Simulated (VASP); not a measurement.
# Ga3As4Se (P4/mmm) in VASP: a series of runs

The runs below take Ga3As4Se through single point, relaxation of cell and atoms, with PBE.

Everything below comes from runs of VASP 6.6.1. Logs are shortened: lines on timing, memory, paths and dates and some standing lists are left out, and cuts for length are marked.

## 1. The cell of the first run

The structure is tetragonal, space group P4/mmm (No. 123). The conventional cell has a = 5.269 Å, b = 5.269 Å, c = 5.945 Å, α = 90.00°, β = 90.00°, γ = 90.00°. Within 3.5 Å of Ga (site symmetry mmm) lie 2 Se at 2.63 Å and 6 As at 2.97 to 3.12 Å. Within 3.5 Å of Ga (site symmetry 4/mmm) lie 4 As at 2.63 Å and 2 Se at 2.97 Å. As (site symmetry 4mm) has 6 As at 2.59 to 3.36 Å and 4 Ga at 3.12 Å within 3.4 Å. Within 3.5 Å of As (site symmetry mmm) lie 4 Ga at 2.63 to 2.97 Å and 4 As at 2.94 Å. Se (site symmetry 4/mmm) has 6 Ga at 2.63 to 2.97 Å within 3.5 Å.

The cell was built from a structure type or drawn by symmetry, and may not be a known phase.

## 2. Single point, PBE

File INCAR:

```
  PREC = Accurate
  ENCUT = 520
  EDIFF = 1E-6
  ISMEAR = 0
  SIGMA = 0.2
  LREAL = False
  LASPH = True
  NELM = 60
  ALGO = Normal
  ISIF = 2
  LWAVE = False
  LCHARG = False
  GGA = PE
  NBANDS = 42
```

File KPOINTS:

```
Automatic mesh
0
Gamma
  3 3 3
```

File POSCAR:

```
Ga3As4Se
1.0
    5.2694436059      0.0000000000      0.0000000000
    0.0000000000      5.2694436059      0.0000000000
    0.0000000000      0.0000000000      5.9452051776
Ga As Se
3 4 1
Direct
    0.0000000000      0.5000000000      0.0000000000
    0.5000000000      0.0000000000      0.0000000000
    0.5000000000      0.5000000000      0.5000000000
    0.0000000000      0.0000000000      0.2823548268
    0.0000000000      0.0000000000      0.7176451732
    0.0000000000      0.5000000000      0.5000000000
    0.5000000000      0.0000000000      0.5000000000
    0.5000000000      0.5000000000      0.0000000000
```

Potentials or basis: VASP PAW PBE potentials, release 64 (Ga_d, As, Se).

Run with:

```console
> cat potpaw_PBE.64/Ga_d/POTCAR potpaw_PBE.64/As/POTCAR potpaw_PBE.64/Se/POTCAR > POTCAR
> mpirun -np 1 vasp_std > vasp.out
```

OUTCAR:

```text
PREC = Accurate
   ENCUT = 520
   EDIFF = 1E-6
   ISMEAR = 0
   LREAL = False
   LASPH = True
   NELM = 60
   ISIF = 2
   GGA = PE

 ion  position               nearest neighbor table
   1  0.000  0.500  0.000-   8 2.63   8 2.63
   2  0.500  0.000  0.000-   8 2.63   8 2.63
   3  0.500  0.500  0.500-   6 2.63   7 2.63   7 2.63   6 2.63
   4  0.000  0.000  0.282-   5 2.59
   5  0.000  0.000  0.718-   4 2.59
   6  0.000  0.500  0.500-   3 2.63   3 2.63
   7  0.500  0.000  0.500-   3 2.63   3 2.63
   8  0.500  0.500  0.000-   1 2.63   2 2.63   2 2.63   1 2.63

  LATTYP: Found a simple tetragonal cell.
 ALAT       =     5.2694436059
 C/A-ratio  =     1.1282415417

  Lattice vectors:

 A1 = (   5.2694436059,   0.0000000000,   0.0000000000)
 A2 = (   0.0000000000,   5.2694436059,   0.0000000000)
 A3 = (   0.0000000000,   0.0000000000,   5.9452051776)

Analysis of symmetry for initial positions (statically):
=====================================================================
 Subroutine PRICEL returns:
 Original cell was already a primitive cell.

 Routine SETGRP: Setting up the symmetry group for a
 simple tetragonal supercell.

 Subroutine GETGRP returns: Found 16 space group operations
 (whereof 16 operations were pure point group operations)
 out of a pool of 16 trial point group operations.

The static configuration has the point symmetry D_4h.

Analysis of symmetry for dynamics (positions and initial velocities):
=====================================================================
 Subroutine PRICEL returns:
 Original cell was already a primitive cell.

 Routine SETGRP: Setting up the symmetry group for a
 simple tetragonal supercell.

 Subroutine GETGRP returns: Found 16 space group operations
 (whereof 16 operations were pure point group operations)
 out of a pool of 16 trial point group operations.

The dynamic configuration has the point symmetry D_4h.

 Subroutine INISYM returns: Found 16 space group operations
 (whereof 16 operations are pure point group operations),
 and found     1 'primitive' translations

----------------------------------------------------------------------------------------

                                     Primitive cell

  volume of cell :     165.0807

  direct lattice vectors                    reciprocal lattice vectors
     5.269443606  0.000000000  0.000000000     0.189773357  0.000000000  0.000000000
     0.000000000  5.269443606  0.000000000     0.000000000  0.189773357  0.000000000
     0.000000000  0.000000000  5.945205178     0.000000000  0.000000000  0.168202774

  length of vectors
     5.269443606  5.269443606  5.945205178     0.189773357  0.189773357  0.168202774

  position of ions in fractional coordinates (direct lattice)
     0.000000000  0.500000000  0.000000000
     0.500000000  0.000000000  0.000000000
     0.500000000  0.500000000  0.500000000
     0.000000000  0.000000000  0.282354827
     0.000000000  0.000000000  0.717645173
     0.000000000  0.500000000  0.500000000
     0.500000000  0.000000000  0.500000000
     0.500000000  0.500000000  0.000000000

  ion indices of the primitive-cell ions
   primitive index   ion index
                 1           1
                 2           2
                 3           3
                 4           4
                 5           5
                 6           6
                 7           7
                 8           8

----------------------------------------------------------------------------------------

 KPOINTS: Automatic mesh

Automatic generation of k-mesh.
 Grid dimensions read from file:
 generate k-points for:    3    3    3

 Generating k-lattice:

  Cartesian coordinates                     Fractional coordinates (reciprocal lattice)
     0.063257786  0.000000000  0.000000000     0.333333333  0.000000000  0.000000000
     0.000000000  0.063257786  0.000000000     0.000000000  0.333333333  0.000000000
     0.000000000  0.000000000  0.056067591     0.000000000  0.000000000  0.333333333

  Length of vectors
     0.063257786  0.063257786  0.056067591

  Shift w.r.t. Gamma in fractional coordinates (k-lattice)
     0.000000000  0.000000000  0.000000000

 Subroutine IBZKPT returns following result:
 ===========================================

 Found      6 irreducible k-points:

 Following reciprocal coordinates:
            Coordinates               Weight
  0.000000  0.000000  0.000000      1.000000
  0.333333  0.000000  0.000000      4.000000
  0.333333  0.333333  0.000000      4.000000
  0.000000  0.000000  0.333333      2.000000
  0.333333  0.000000  0.333333      8.000000
  0.333333  0.333333  0.333333      8.000000
   k-points           NKPTS =      6   k-points in BZ     NKDIM =      6   number of bands    NBANDS=     42
   number of dos      NEDOS =    301   number of ions     NIONS =      8
   total plane-waves  NPLWV =  76800
   dimension x,y,z NGX =    40 NGY =   40 NGZ =   48
   dimension x,y,z NGXF=    80 NGYF=   80 NGZF=   96
   ions per type =               3   4   1
   NGX,Y,Z   is equivalent  to a cutoff of  12.62, 12.62, 13.42 a.u.
   NGXF,Y,Z  is equivalent  to a cutoff of  25.24, 25.24, 26.84 a.u.
 SYSTEM =  unknown system
   PREC   = accura    normal or accurate (medium, high low for compatibility)
   ISTART =      0    job   : 0-new  1-cont  2-samecut
   ICHARG =      2    charge: 1-file 2-atom 10-const
   ISPIN  =      1    spin polarized calculation?
   LNONCOLLINEAR =      F non collinear calculations
   LSORBIT =      F    spin-orbit coupling
   LASPH  =      T    aspherical Exc in radial PAW
   ENCUT  =  520.0 eV  38.22 Ry    6.18 a.u.   9.80  9.80 11.05*2*pi/ulx,y,z
   NELM   =     60;   NELMIN=  2; NELMDL= -5     # of ELM steps
   EDIFF  = 0.1E-05   stopping-criterion for ELM
   LREAL  =      F    real-space projection
   EDIFFG = 0.1E-04   stopping-criterion for IOM
   NSW    =      0    number of steps for IOM
   IBRION =     -1    ionic relax: 0-MD 1-quasi-New 2-CG
   NFREE  =      0    steps in history (QN), initial steepest desc. (CG)
   ISIF   =      2    stress and relaxation
   ISYM   =      2    0-nonsym 1-usesym 2-fastsym
   POTIM  = 0.5000    time-step for ionic-motion
   TEBEG  =    0.0;   TEEND  =   0.0 temperature during run
   PSTRESS=    0.0 pullay stress
   NELECT =      65.0000    total number of electrons
   NUPDOWN=      -1.0000    fix difference up-down
   EMIN   =  10.00;   EMAX   =-10.00  energy-range for DOS
   EFERMI =   0.00;   METHOD = LEGACY
   ISMEAR =     0;   SIGMA  =   0.20  broadening in eV -4-tet -1-fermi 0-gaus
   EFERMI_NEDOS =   21; number of points for ismear=-14 and -15
   IALGO  =     38    algorithm
   IMIX   =      4    mixing-type and parameters
     AMIX     =   0.40;   BMIX     =  1.00
     AMIX_MAG =   1.60;   BMIX_MAG =  1.00
  volume/ion in A,a.u.               =      20.64       139.25
  Fermi-wavevector in a.u.,A,eV,Ry     =   1.199906  2.267493 19.589314  1.439774
  Thomas-Fermi vector in A             =   2.335756
   LORBIT       =      0    0 simple, 1 ext, 2 COOP (PROOUT), +10 PAW based schemes
   GGA     = PE    functional components
   LHFCALC =     F    Hartree Fock is set to
   AEXX    =    0.0000 exact exchange contribution
   IVDW    =     0    specifies the selected vdW correction
   LEPSILON=     F    determine dielectric tensor
   LRPA    =     F    only Hartree local field effects (RPA)
 non-spin polarized calculation
 Gauss-broadening in eV      SIGMA  =   0.20
  energy-cutoff  :      520.00
  volume of cell :      165.08
 maximum number of plane-waves:      4458
 NGX is ok and might be reduce to    40
   NGX = 19   NGY = 19   NGZ = 23

 number of electron      64.9999938 magnetization

 Free energy of the ion-electron system (eV)
  ---------------------------------------------------
  ext. energy  EPLUGINS =         0.00000000
  ---------------------------------------------------
  free energy    TOTEN  =       -30.53802035 eV

  energy without entropy =      -30.45220097  energy(sigma->0) =      -30.49511066

 E-fermi :   5.1816     XC(G=0): -10.3697

 val. band max:        5.1229897566   @ k =   0.3333   0.3333   0.3333
 cond. band min:       5.2344144400   @ k =   0.3333   0.3333   0.0000
 fundamental gap:      0.1114246835
 Fermi energy:         5.1815509753

 k-point     1 :       0.0000    0.0000    0.0000
  band No.  band energies     occupation
      1     -10.0842      2.00000
      2     -10.0593      2.00000
      3      -9.9821      2.00000
      4      -9.9821      2.00000
      5      -9.9460      2.00000
      6      -9.6710      2.00000
[... 34 lines left out ...]
     41      10.7687      0.00000
     42      11.1221      0.00000

 k-point     2 :       0.3333    0.0000    0.0000
  band No.  band energies     occupation
      1     -10.0709      2.00000
      2     -10.0410      2.00000
      3      -9.9835      2.00000
      4      -9.9820      2.00000
      5      -9.9478      2.00000
      6      -9.5682      2.00000
[... 34 lines left out ...]
     41      10.3094      0.00000
     42      10.3655      0.00000

 k-point     3 :       0.3333    0.3333    0.0000
  band No.  band energies     occupation
      1     -10.0548      2.00000
      2     -10.0275      2.00000
      3      -9.9833      2.00000
      4      -9.9833      2.00000
      5      -9.9515      2.00000
      6      -9.4758      2.00000
[... 34 lines left out ...]
     41       9.7294      0.00000
     42       9.7915      0.00000

 k-point     4 :       0.0000    0.0000    0.3333
  band No.  band energies     occupation
      1     -10.0659      2.00000
      2     -10.0577      2.00000
      3      -9.9821      2.00000
      4      -9.9821      2.00000
      5      -9.9459      2.00000
      6      -9.6801      2.00000
[... 34 lines left out ...]
     41       9.4328      0.00000
     42      10.5582      0.00000

 k-point     5 :       0.3333    0.0000    0.3333
  band No.  band energies     occupation
      1     -10.0584      2.00000
      2     -10.0355      2.00000
      3      -9.9840      2.00000
      4      -9.9820      2.00000
      5      -9.9478      2.00000
      6      -9.5760      2.00000
[... 34 lines left out ...]
     41       9.8063      0.00000
     42      10.2363      0.00000

 k-point     6 :       0.3333    0.3333    0.3333
  band No.  band energies     occupation
      1     -10.0404      2.00000
      2     -10.0271      2.00000
      3      -9.9839      2.00000
      4      -9.9838      2.00000
      5      -9.9515      2.00000
      6      -9.4783      2.00000
[... 34 lines left out ...]
     41       9.2560      0.00000
     42       9.6168      0.00000

------------------------ aborting loop because EDIFF is reached ----------------------------------------

  FORCE on cell =-STRESS in cart. coord.  units (eV):
  Direction    XX          YY          ZZ          XY          YZ          ZX
  --------------------------------------------------------------------------------------
  -------------------------------------------------------------------------------------
  Total        0.3136686      0.3136686      0.1888902      0.0000000      0.0000000     -0.0000000
  in kB        3.0442850      3.0442850      1.8332580      0.0000000      0.0000000     -0.0000000
  external PRESSURE =       2.6406093 kB  Pullay stress =       0.0000000 kB

 VOLUME and BASIS-vectors are now :
 -----------------------------------------------------------------------------
  energy-cutoff  :      520.00
  volume of cell :      165.08
      direct lattice vectors                 reciprocal lattice vectors
     5.269443606  0.000000000  0.000000000     0.189773357  0.000000000  0.000000000
     0.000000000  5.269443606  0.000000000     0.000000000  0.189773357  0.000000000
     0.000000000  0.000000000  5.945205178     0.000000000  0.000000000  0.168202774

 POSITION                                       TOTAL-FORCE (eV/Angst)
 -----------------------------------------------------------------------------------
      0.00000      2.63472      0.00000         0.000000     -0.000000      0.000000
      2.63472      0.00000      0.00000         0.000000     -0.000000      0.000000
      2.63472      2.63472      2.97260         0.000000     -0.000000      0.000000
      0.00000      0.00000      1.67866        -0.000000      0.000000      0.005028
      0.00000      0.00000      4.26655         0.000000     -0.000000     -0.005028
      0.00000      2.63472      2.97260         0.000000     -0.000000      0.000000
      2.63472      0.00000      2.97260         0.000000     -0.000000      0.000000
      2.63472      2.63472      0.00000         0.000000     -0.000000      0.000000
 -----------------------------------------------------------------------------------
    total drift:                               -0.000000      0.000000     -0.000000

  FREE ENERGIE OF THE ION-ELECTRON SYSTEM (eV)
  ---------------------------------------------------
  free  energy   TOTEN  =       -30.5380203475 eV

  energy  without entropy=      -30.4522009679  energy(sigma->0) =      -30.49511066
```

Run time: 26 s. Hardware: 1 thread of Intel Xeon 6975P-C (Granite Rapids), shared host; peak memory 0.27 GiB.

Results:

* Free energy: -30.5380 eV
* Pressure: 0.3 GPa
* Largest force: 0.005 eV/Å
* Band gap on the k mesh: zero (an odd number of electrons rules out a gap without spin polarisation)

Forces in eV/Å, atoms in the order of the input:
```
Ga   0.000  0.000  0.000
Ga   0.000  0.000  0.000
Ga   0.000  0.000  0.000
As   0.000  0.000  0.005
As   0.000  0.000 -0.005
As   0.000  0.000  0.000
As   0.000  0.000  0.000
Se   0.000  0.000  0.000
```

Stress tensor (GPa, compression positive):
```
0.30 0.00 0.00
0.00 0.30 0.00
0.00 0.00 0.18
```

Levels at points of the mesh, in eV from the Fermi level:
```csv
k point,band 30,band 31,band 32,band 33,band 34,band 35,band 36,band 37
"(0.00, 0.00, 0.00)",-2.40,-2.37,-0.93,-0.93,-0.75,-0.52,1.42,1.42
```

Caveat: the k points lie up to 0.40 Å⁻¹ apart, too coarse for converged energies and pressures of a metal.

## 3. Relaxation of cell and atoms, PBE

This run uses another cell than the first one, of 23.85 Å³/atom.

File INCAR:

```
SYSTEM = Ga3As4Se
PREC = Accurate
ENCUT = 600
EDIFF = 1E-6
ISMEAR = 0
SIGMA = 0.2
LREAL = .False.
LASPH = .True.
NELM = 100
ALGO = Normal
ISIF = 3
LWAVE = .False.
LCHARG = .False.
GGA = PE
IBRION = 2
NSW = 36
EDIFFG = -0.08
```

File KPOINTS:

```
Automatic mesh
0
Gamma
  3 3 3
  0 0 0
```

File POSCAR:

```
Ga3As4Se
1.0
    5.5036298300      0.0000000000      0.0000000000
    0.0000000000      5.5036298300      0.0000000000
    0.0000000000      0.0000000000      6.2988130400
Ga As Se
3 4 1
Direct
    0.0000000000      0.5000000000      0.0000000000
    0.5000000000      0.0000000000      0.0000000000
    0.5000000000      0.5000000000      0.5000000000
    0.0000000000      0.0000000000      0.3223495300
    0.0000000000      0.0000000000      0.6776504700
    0.0000000000      0.5000000000      0.5000000000
    0.5000000000      0.0000000000      0.5000000000
    0.5000000000      0.5000000000      0.0000000000
```

Potentials or basis: VASP PAW PBE potentials, release 64 (Ga_d, As, Se).

Run with:

```console
> cat potpaw_PBE.64/Ga_d/POTCAR potpaw_PBE.64/As/POTCAR potpaw_PBE.64/Se/POTCAR > POTCAR
> mpirun -np 1 vasp_std > vasp.out
```

Run time: 2.9 min. Hardware: 1 thread of Intel Xeon 6975P-C (Granite Rapids), shared host; peak memory 0.37 GiB.

Results (log left out):

```
Free energy                           : -30.5405 eV
Relaxed volume                        : 20.85 Å³/atom
Relaxed cell                          : a = 5.287 Å, b = 5.287 Å, c = 5.967 Å, α = 90.00°, β = 90.00°, γ = 90.00°
Space group after relaxing (to 0.1 Å) : P4/mmm (No. 123)
Energy gained by relaxing             : 113.3 meV/atom
Ionic steps                           : 9
Pressure after relaxing               : -0.3 GPa
Largest force after relaxing          : 0.005 eV/Å
Band gap on the k mesh                : zero (an odd number of electrons rules out a gap without spin polarisation)
```

Forces on the atoms (eV/Å):
```
Ga   0.000  0.000  0.000
Ga   0.000  0.000  0.000
Ga   0.000  0.000  0.000
As   0.000  0.000 -0.005
As   0.000  0.000  0.005
As   0.000  0.000  0.000
As   0.000  0.000  0.000
Se   0.000  0.000  0.000
```

Step by step:
```tsv
step	energy change (eV)	largest force (eV/Å)	pressure (GPa)	volume (Å³)
1	0.0000	3.6117	-2.65	190.79
2	-0.6886	0.1119	-2.94	179.94
3	-0.6900	0.1954	-2.79	178.87
4	-0.8232	0.1401	0.47	167.27
5	-0.8238	0.1638	0.76	166.49
6	-0.8890	0.1621	0.53	165.64
7	-0.9033	0.1742	0.50	164.98
8	-0.9033	0.1755	0.50	164.94
9	-0.9061	0.0049	-0.27	166.78
```

Final structure:
```xyz
8
Lattice="5.2869 0.0000 0.0000 0.0000 5.2869 0.0000 0.0000 0.0000 5.9669" Properties=species:S:1:pos:R:3 pbc="T T T"
Ga    0.0000    2.6434    0.0000
Ga    2.6434    0.0000    0.0000
Ga    2.6434    2.6434    2.9834
As    0.0000    0.0000    1.6927
As    5.2869    0.0000    4.2742
As    0.0000    2.6434    2.9834
As    2.6434    0.0000    2.9834
Se    2.6434    2.6434    0.0000
```

Levels at points of the mesh, in eV from the Fermi level:
```
           k point  band 29  band 30  band 31  band 32  band 33  band 34  band 35  band 36  band 37  band 38
(0.00, 0.00, 0.00)    -2.37    -2.37    -2.33    -0.91    -0.91    -0.80    -0.51     1.45     1.45     3.36
```

Caveat: the k points lie up to 0.40 Å⁻¹ apart in the final cell, too coarse for converged energies and pressures of a metal.
